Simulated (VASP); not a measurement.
Set up this calculation in VASP 6.6.1, as the native input.

```yaml
Task: single point
Functional: PBE
Potentials_or_basis: VASP PAW PBE potentials, release 64 (Sc_sv, In_d, As)
Cutoff: 520 eV
k_mesh: 6 × 6 × 4
Occupations: gaussian, width 0.1 eV
Spin: no spin polarisation
Dipole_correction: no
Further_INCAR_settings: ALGO = Fast; EDIFF = 1e-06; NBANDS = 39
```

The structure of ScIn3As2 lies in POSCAR:

```
ScIn3As2
1.0
    5.7334610131      0.0000000000      0.0000000000
   -2.8667305066      4.9653228890      0.0000000000
    0.0000000000      0.0000000000      5.2535666612
Sc In As
1 3 2
Direct
    0.0000000000      0.0000000000      0.8307251087
    0.5000000000      0.5000000000      0.4741421900
    0.5000000000      0.0000000000      0.4741421900
    0.0000000000      0.5000000000      0.4741421900
    0.6666666667      0.3333333333      0.9702426355
    0.3333333333      0.6666666667      0.9702426355
```

One way to write it, as run:

INCAR

```
SYSTEM = ScIn3As2
PREC = Accurate
ENCUT = 520
EDIFF = 1E-6
ISMEAR = 0
SIGMA = 0.1
LREAL = .FALSE.
LASPH = .TRUE.
NELM = 80
ALGO = Fast
ISIF = 2
LWAVE = .FALSE.
LCHARG = .TRUE.
GGA = PE
LELF = .TRUE.
LVHAR = .TRUE.
NBANDS = 39
```

KPOINTS

```
Automatic mesh
0
G
  6 6 4
  0 0 0
```

Potentials or basis: VASP PAW PBE potentials, release 64 (Sc_sv, In_d, As).

Run with:

```bash
$ cat potpaw_PBE.64/Sc_sv/POTCAR potpaw_PBE.64/In_d/POTCAR potpaw_PBE.64/As/POTCAR > POTCAR
$ mpirun -np 1 vasp_std > vasp.out
```

It gave:

```yaml
Pressure: 0.0 GPa
Largest_force: 0.007 eV/Å
Band_gap_on_the_k_mesh: zero (band 30 reaches 7.03 eV, above the bottom of band 31 at 5.34 eV)
```

Caveat: spin-orbit coupling is left out, which moves the levels of the heavy elements.

Wall time 4.3 min on 1 thread of Intel(R) Xeon(R) Platinum 8488C (Sapphire Rapids), on a shared host, peak memory 0.36 GiB.
